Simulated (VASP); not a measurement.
# KAs3 (I4/mmm) in VASP: further runs

KAs3 is run at these levels: PBE; tasks: single point.

Program: VASP 6.6.1. These are calculated values, not measurements. Logs are shortened: lines on timing, memory, paths and dates and some standing lists are left out, and cuts for length are marked.

### Step 1. The cell of the first run

It takes space group I4/mmm (No. 139, tetragonal). The conventional cell has a = 4.466 Å, b = 4.466 Å, c = 9.975 Å, α = 90.00°, β = 90.00°, γ = 90.00°. Within 4.2 Å of K (site symmetry 4/mmm) lie 12 As at 3.16 to 3.35 Å. As (site symmetry 4/mmm) has 4 K at 3.16 Å and 8 As at 3.35 Å within 4.2 Å. Within 4.2 Å of As (site symmetry -4m2) lie 8 As at 3.16 to 3.35 Å and 4 K at 3.35 Å.

### Step 2. Single point, PBE

The input, INCAR:

```
ALGO = Normal
EDIFF = 1E-6
ENCUT = 520
GGA = PE
ISIF = 2
ISMEAR = 0
LASPH = True
LCHARG = False
LREAL = False
LWAVE = False
NBANDS = 20
NELM = 80
PREC = Accurate
SIGMA = 0.1
```

The input, KPOINTS:

```
k-points
0
Gamma
  6 6 6
```

The input, POSCAR:

```
KAs3
1.0
   -2.2328247361      2.2328247361      4.9876085014
    2.2328247361     -2.2328247361      4.9876085014
    2.2328247361      2.2328247361     -4.9876085014
K As
1 3
Direct
    0.0000000000      0.0000000000      0.0000000000
    0.5000000000      0.5000000000      0.0000000000
    0.2500000000      0.7500000000      0.5000000000
    0.7500000000      0.2500000000      0.5000000000
```

Potentials or basis: VASP PAW PBE potentials, release 64 (K_sv, As).

Run with:

```sh
$ cat potpaw_PBE.64/K_sv/POTCAR potpaw_PBE.64/As/POTCAR > POTCAR
$ mpirun -np 1 vasp_std > vasp.out
```

OUTCAR:

```text
EDIFF = 1E-6
   ENCUT = 520
   GGA = PE
   ISIF = 2
   ISMEAR = 0
   LASPH = True
   LREAL = False
   NELM = 80
   PREC = Accurate

 ion  position               nearest neighbor table
   1  0.000  0.000  0.000-   2 3.16   2 3.16   2 3.16   2 3.16   4 3.35   3 3.35   4 3.35   3 3.35
                             4 3.35   4 3.35   3 3.35   3 3.35
   2  0.500  0.500  0.000-   1 3.16   1 3.16   1 3.16   1 3.16
   3  0.250  0.750  0.500-   1 3.35   1 3.35   1 3.35   1 3.35
   4  0.750  0.250  0.500-   1 3.35   1 3.35   1 3.35   1 3.35

  LATTYP: Found a body centered tetragonal cell.
 ALAT       =     4.4656494722
 C/A-ratio  =     2.2337662338

  Lattice vectors:

 A1 = (  -2.2328247361,   2.2328247361,   4.9876085014)
 A2 = (   2.2328247361,  -2.2328247361,   4.9876085014)
 A3 = (   2.2328247361,   2.2328247361,  -4.9876085014)

Analysis of symmetry for initial positions (statically):
=====================================================================
 Subroutine PRICEL returns:
 Original cell was already a primitive cell.

 Routine SETGRP: Setting up the symmetry group for a
 body centered tetragonal supercell.

 Subroutine GETGRP returns: Found 16 space group operations
 (whereof 16 operations were pure point group operations)
 out of a pool of 16 trial point group operations.

The static configuration has the point symmetry D_4h.

Analysis of symmetry for dynamics (positions and initial velocities):
=====================================================================
 Subroutine PRICEL returns:
 Original cell was already a primitive cell.

 Routine SETGRP: Setting up the symmetry group for a
 body centered tetragonal supercell.

 Subroutine GETGRP returns: Found 16 space group operations
 (whereof 16 operations were pure point group operations)
 out of a pool of 16 trial point group operations.

The dynamic configuration has the point symmetry D_4h.

 Subroutine INISYM returns: Found 16 space group operations
 (whereof 16 operations are pure point group operations),
 and found     1 'primitive' translations

----------------------------------------------------------------------------------------

                                     Primitive cell

  volume of cell :      99.4630

  direct lattice vectors                    reciprocal lattice vectors
    -2.232824736  2.232824736  4.987608501     0.000000000  0.223931593  0.100248446
     2.232824736 -2.232824736  4.987608501     0.223931593  0.000000000  0.100248446
     2.232824736  2.232824736 -4.987608501     0.223931593  0.223931593  0.000000000

  length of vectors
     5.903156034  5.903156034  5.903156034     0.245346916  0.245346916  0.316687096

  position of ions in fractional coordinates (direct lattice)
     0.000000000  0.000000000  0.000000000
     0.500000000  0.500000000  0.000000000
     0.250000000  0.750000000  0.500000000
     0.750000000  0.250000000  0.500000000

  ion indices of the primitive-cell ions
   primitive index   ion index
                 1           1
                 2           2
                 3           3
                 4           4

----------------------------------------------------------------------------------------

 KPOINTS: k-points

Automatic generation of k-mesh.
 Grid dimensions read from file:
 generate k-points for:    6    6    6

 Generating k-lattice:

  Cartesian coordinates                     Fractional coordinates (reciprocal lattice)
     0.000000000  0.037321932  0.016708074     0.166666667  0.000000000  0.000000000
     0.037321932  0.000000000  0.016708074     0.000000000  0.166666667  0.000000000
     0.037321932  0.037321932  0.000000000     0.000000000  0.000000000  0.166666667

  Length of vectors
     0.040891153  0.040891153  0.052781183

  Shift w.r.t. Gamma in fractional coordinates (k-lattice)
     0.000000000  0.000000000  0.000000000

 Subroutine IBZKPT returns following result:
 ===========================================

 Found     30 irreducible k-points:

 Following reciprocal coordinates:
            Coordinates               Weight
  0.000000  0.000000  0.000000      1.000000
  0.166667 -0.000000  0.000000      8.000000
  0.333333 -0.000000  0.000000      8.000000
  0.500000 -0.000000  0.000000      4.000000
  0.166667  0.166667  0.000000      8.000000
  0.333333  0.166667  0.000000     16.000000
[... 16 lines left out ...]
 -0.333333 -0.333333  0.166667      8.000000
 -0.166667 -0.333333  0.166667      8.000000
 [... further k-points ...]
   k-points           NKPTS =     30   k-points in BZ     NKDIM =     30   number of bands    NBANDS=     20
   number of dos      NEDOS =    301   number of ions     NIONS =      4
   total plane-waves  NPLWV = 110592
   dimension x,y,z NGX =    48 NGY =   48 NGZ =   48
   dimension x,y,z NGXF=    96 NGYF=   96 NGZF=   96
   ions per type =               1   3
   NGX,Y,Z   is equivalent  to a cutoff of  13.52, 13.52, 13.52 a.u.
   NGXF,Y,Z  is equivalent  to a cutoff of  27.04, 27.04, 27.04 a.u.
 SYSTEM =  unknown system
   PREC   = accura    normal or accurate (medium, high low for compatibility)
   ISTART =      0    job   : 0-new  1-cont  2-samecut
   ICHARG =      2    charge: 1-file 2-atom 10-const
   ISPIN  =      1    spin polarized calculation?
   LNONCOLLINEAR =      F non collinear calculations
   LSORBIT =      F    spin-orbit coupling
   LASPH  =      T    aspherical Exc in radial PAW
   ENCUT  =  520.0 eV  38.22 Ry    6.18 a.u.  10.98 10.98 10.98*2*pi/ulx,y,z
   NELM   =     80;   NELMIN=  2; NELMDL= -5     # of ELM steps
   EDIFF  = 0.1E-05   stopping-criterion for ELM
   LREAL  =      F    real-space projection
   EDIFFG = 0.1E-04   stopping-criterion for IOM
   NSW    =      0    number of steps for IOM
   IBRION =     -1    ionic relax: 0-MD 1-quasi-New 2-CG
   NFREE  =      0    steps in history (QN), initial steepest desc. (CG)
   ISIF   =      2    stress and relaxation
   ISYM   =      2    0-nonsym 1-usesym 2-fastsym
   POTIM  = 0.5000    time-step for ionic-motion
   TEBEG  =    0.0;   TEEND  =   0.0 temperature during run
   PSTRESS=    0.0 pullay stress
   NELECT =      24.0000    total number of electrons
   NUPDOWN=      -1.0000    fix difference up-down
   EMIN   =  10.00;   EMAX   =-10.00  energy-range for DOS
   EFERMI =   0.00;   METHOD = LEGACY
   ISMEAR =     0;   SIGMA  =   0.10  broadening in eV -4-tet -1-fermi 0-gaus
   EFERMI_NEDOS =   21; number of points for ismear=-14 and -15
   IALGO  =     38    algorithm
   IMIX   =      4    mixing-type and parameters
     AMIX     =   0.40;   BMIX     =  1.00
     AMIX_MAG =   1.60;   BMIX_MAG =  1.00
  volume/ion in A,a.u.               =      24.87       167.80
  Fermi-wavevector in a.u.,A,eV,Ry     =   1.019197  1.926003 14.133216  1.038762
  Thomas-Fermi vector in A             =   2.152697
   LORBIT       =      0    0 simple, 1 ext, 2 COOP (PROOUT), +10 PAW based schemes
   GGA     = PE    functional components
   LHFCALC =     F    Hartree Fock is set to
   AEXX    =    0.0000 exact exchange contribution
   IVDW    =     0    specifies the selected vdW correction
   LEPSILON=     F    determine dielectric tensor
   LRPA    =     F    only Hartree local field effects (RPA)
 non-spin polarized calculation
 Gauss-broadening in eV      SIGMA  =   0.10
  energy-cutoff  :      520.00
  volume of cell :       99.46
 maximum number of plane-waves:      2730
 NGX is ok and might be reduce to    48
   NGX = 21   NGY = 21   NGZ = 21

 number of electron      24.0000000 magnetization

 Free energy of the ion-electron system (eV)
  ---------------------------------------------------
  ext. energy  EPLUGINS =         0.00000000
  ---------------------------------------------------
  free energy    TOTEN  =       -13.69794816 eV

  energy without entropy =      -13.68511182  energy(sigma->0) =      -13.69152999

 E-fermi :   2.9954     XC(G=0):  -9.4296

 val. band max:        2.9783011414   @ k =  -0.3333   0.5000   0.3333
 cond. band min:       3.0736147530   @ k =   0.5000   0.5000   0.3333
 fundamental gap:      0.0953136116
 Fermi energy:         2.9954162660

 k-point     1 :       0.0000    0.0000    0.0000
  band No.  band energies     occupation
      1     -26.4456      2.00000
      2     -10.0935      2.00000
      3     -10.0305      2.00000
      4     -10.0305      2.00000
      5      -9.0656      2.00000
      6      -6.0989      2.00000
[... 12 lines left out ...]
     19       9.7712      0.00000
     20      10.1632      0.00000

 k-point     2 :       0.1667   -0.0000    0.0000
  band No.  band energies     occupation
      1     -26.4444      2.00000
      2     -10.1566      2.00000
      3     -10.0919      2.00000
      4     -10.0253      2.00000
      5      -8.7767      2.00000
      6      -6.1386      2.00000
[... 12 lines left out ...]
     19       9.6110      0.00000
     20       9.8808      0.00000

 k-point     3 :       0.3333   -0.0000    0.0000
  band No.  band energies     occupation
      1     -26.4419      2.00000
      2     -10.3016      2.00000
      3     -10.1093      2.00000
      4     -10.0147      2.00000
      5      -8.1402      2.00000
      6      -6.5052      2.00000
[... 12 lines left out ...]
     19      10.1936      0.00000
     20      10.5450      0.00000

 k-point     4 :       0.5000   -0.0000    0.0000
  band No.  band energies     occupation
      1     -26.4406      2.00000
      2     -10.3563      2.00000
      3     -10.1144      2.00000
      4     -10.0094      2.00000
      5      -7.4297      2.00000
      6      -7.2527      2.00000
[... 429 lines left out ...]
 k-point    23 :      -0.3333   -0.3333    0.1667
  band No.  band energies     occupation
      1     -26.4428      2.00000
      2     -10.2508      2.00000
      3     -10.1131      2.00000
      4     -10.0729      2.00000
      5      -8.1365      2.00000
      6      -6.7599      2.00000
[... 12 lines left out ...]
     19       9.2698      0.00000
     20       9.8900      0.00000

 k-point    24 :      -0.1667   -0.3333    0.1667
  band No.  band energies     occupation
      1     -26.4441      2.00000
      2     -10.2377      2.00000
      3     -10.1025      2.00000
      4     -10.0280      2.00000
      5      -8.4796      2.00000
      6      -6.5510      2.00000
[... 12 lines left out ...]
     19       9.0256      0.00000
     20       9.5383      0.00000

 [... further k-points ...]

------------------------ aborting loop because EDIFF is reached ----------------------------------------

  FORCE on cell =-STRESS in cart. coord.  units (eV):
  Direction    XX          YY          ZZ          XY          YZ          ZX
  --------------------------------------------------------------------------------------
  -------------------------------------------------------------------------------------
  Total       -1.3907012     -1.3907012     -3.2931115      0.0000000      0.0000000     -0.0000000
  in kB      -22.4017941    -22.4017941    -53.0463379      0.0000000      0.0000000     -0.0000000
  external PRESSURE =     -32.6166420 kB  Pullay stress =       0.0000000 kB

 VOLUME and BASIS-vectors are now :
 -----------------------------------------------------------------------------
  energy-cutoff  :      520.00
  volume of cell :       99.46
      direct lattice vectors                 reciprocal lattice vectors
    -2.232824736  2.232824736  4.987608501     0.000000000  0.223931593  0.100248446
     2.232824736 -2.232824736  4.987608501     0.223931593  0.000000000  0.100248446
     2.232824736  2.232824736 -4.987608501     0.223931593  0.223931593  0.000000000

 POSITION                                       TOTAL-FORCE (eV/Angst)
 -----------------------------------------------------------------------------------
      0.00000      0.00000      0.00000        -0.000000     -0.000000      0.000000
      0.00000      0.00000      4.98761        -0.000000     -0.000000      0.000000
      2.23282     -0.00000      2.49380        -0.000000     -0.000000     -0.000000
     -0.00000      2.23282      2.49380         0.000000      0.000000     -0.000000
 -----------------------------------------------------------------------------------
    total drift:                                0.000000     -0.000000      0.000000

  FREE ENERGIE OF THE ION-ELECTRON SYSTEM (eV)
  ---------------------------------------------------
  free  energy   TOTEN  =       -13.6979481553 eV

  energy  without entropy=      -13.6851118210  energy(sigma->0) =      -13.69152999
```

Wall time 1.9 min (1 thread of Oxide Virtual Turin-like, shared host); peak memory 0.29 GiB.

Results:

| Property | Result |
| --- | --- |
| Free energy | -13.6979 eV |
| Pressure | -3.3 GPa |
| Band gap on the k mesh | zero (bands 12 and 13 overlap by 1.24 eV) |

Levels at points of the mesh, in eV from the Fermi level:
| k point | band 9 | band 10 | band 11 | band 12 | band 13 | band 14 | band 15 | band 16 |
| --- | --- | --- | --- | --- | --- | --- | --- | --- |
| (0.00, 0.00, 0.00) | -2.43 | -2.43 | -0.50 | -0.50 | -0.45 | 1.86 | 2.91 | 2.91 |
| (0.50, 0.00, 0.00) | -1.70 | -1.54 | -0.75 | -0.60 | -0.22 | 0.25 | 0.56 | 2.60 |
| (0.50, 0.50, 0.00) | -3.46 | -2.77 | -1.10 | -0.64 | 0.57 | 2.60 | 3.66 | 3.78 |
| (0.50, 0.50, 0.50) | -2.73 | -1.34 | 0.15 | 0.71 | 0.78 | 0.78 | 2.56 | 2.56 |

Caveat: the cell stands under tension.

### Step 3. Single point, PBE

This run uses another cell than the first one, of 22.65 Å³/atom.

The input, INCAR:

```
ALGO = Fast
EDIFF = 1E-6
ENCUT = 520
GGA = PE
ISIF = 2
ISMEAR = 0
LASPH = True
LCHARG = True
LELF = True
LREAL = False
LVHAR = True
LWAVE = False
NBANDS = 20
NELM = 80
PREC = Accurate
SIGMA = 0.1
```

The input, KPOINTS:

```
k-points
0
Gamma
  14 14 14
```

The input, POSCAR:

```
KAs3
1.0
   -2.2642413041      2.2642413041      4.4175473564
    2.2642413041     -2.2642413041      4.4175473564
    2.2642413041      2.2642413041     -4.4175473564
K As
1 3
Direct
    0.0000000000      0.0000000000      0.0000000000
    0.5000000000      0.5000000000      0.0000000000
    0.2500000000      0.7500000000      0.5000000000
    0.7500000000      0.2500000000      0.5000000000
```

Potentials or basis: VASP PAW PBE potentials, release 64 (K_sv, As).

Run with:

```sh
$ cat potpaw_PBE.64/K_sv/POTCAR potpaw_PBE.64/As/POTCAR > POTCAR
$ mpirun -np 1 vasp_std > vasp.out
```

Wall time 18 min (1 thread of Oxide Virtual Turin-like, shared host); peak memory 0.52 GiB.

The run converged. Its results:

```
Free energy            : -13.8809 eV
Pressure               : 0.1 GPa
Band gap on the k mesh : zero (bands 12 and 13 overlap by 1.92 eV)
```

Levels at points of the mesh, in eV from the Fermi level:
| k point | band 9 | band 10 | band 11 | band 12 | band 13 | band 14 | band 15 | band 16 |
| --- | --- | --- | --- | --- | --- | --- | --- | --- |
| (0.00, 0.00, 0.00) | -2.83 | -2.83 | -1.31 | -1.22 | -1.22 | 1.74 | 2.66 | 2.66 |
| (0.50, 0.00, 0.00) | -2.56 | -1.99 | -0.96 | -0.95 | -0.07 | 0.66 | 0.87 | 2.67 |
| (0.50, 0.50, 0.00) | -3.47 | -3.34 | -1.11 | -0.54 | 1.15 | 2.94 | 3.25 | 3.33 |
| (0.50, 0.50, 0.50) | -3.39 | -1.24 | 0.39 | 0.65 | 1.11 | 1.11 | 1.96 | 1.96 |

The gap in the log of VASP goes by the Fermi energy; the results here count the filled bands.